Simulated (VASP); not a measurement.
Set up this calculation in VASP 6.6.1, as the native input.

```
Task                   : single point
Functional             : r2SCAN
Potentials or basis    : VASP PAW PBE potentials, release 64 (Si)
Cutoff                 : 520 eV
k mesh                 : 10 × 10 × 10
Occupations            : gaussian, width 0.02 eV
Spin                   : no spin polarisation
Dipole correction      : no
Further INCAR settings : ALGO = Normal; EDIFF = 1e-07; NBANDS = 11
```

The system is Si.

```
CELL_PARAMETERS angstrom
0.00000 2.63785 2.63785
2.63785 0.00000 2.63785
2.63785 2.63785 0.00000
ATOMIC_POSITIONS crystal
Si 0.75000 0.75000 0.75000
Si 0.50000 0.50000 0.50000
```

This cell differs from its parent crystal: volume scaled by 0.91.

One way to write it, as run:

POSCAR

```
Si
1.0
    0.0000000000      2.6378528600      2.6378528600
    2.6378528600      0.0000000000      2.6378528600
    2.6378528600      2.6378528600      0.0000000000
Si
2
Direct
    0.7500000000      0.7500000000      0.7500000000
    0.5000000000      0.5000000000      0.5000000000
```

INCAR.step1

```
ALGO = Normal
EDIFF = 1E-4
ENCUT = 520
GGA = PE
ISMEAR = 0
LASPH = True
LCHARG = False
LREAL = False
LWAVE = True
NBANDS = 11
NELM = 80
PREC = Accurate
SIGMA = 0.02
```

INCAR.step2

```
ALGO = Normal
EDIFF = 1E-7
ENCUT = 520
ISIF = 2
ISMEAR = 0
ISTART = 1
LASPH = True
LCHARG = False
LMIXTAU = True
LREAL = False
LWAVE = False
METAGGA = R2SCAN
NBANDS = 11
NELM = 80
PREC = Accurate
SIGMA = 0.02
```

KPOINTS

```
k-points
0
Gamma
  10 10 10
```

Potentials or basis: VASP PAW PBE potentials, release 64 (Si).

Command:

```console
$ cat potpaw_PBE.64/Si/POTCAR > POTCAR
$ cp INCAR.step1 INCAR
$ mpirun -np 1 vasp_std > vasp.out
$ cp INCAR.step2 INCAR
$ mpirun -np 1 vasp_std > vasp.out
```

It gave:

| Item | Value |
| --- | --- |
| Pressure | 10.8 GPa |
| Band gap on the k mesh | 0.62 eV, indirect (least direct gap 2.79 eV) |

Caveat: the PAW data sets were made with another functional, which shifts forces and pressure a little.

Wall time 89 s on 1 thread of Intel(R) Xeon(R) Platinum 8259CL CPU @ 2.50GHz (Skylake/Cascade Lake), with other jobs on the host, peak memory 0.15 GiB.
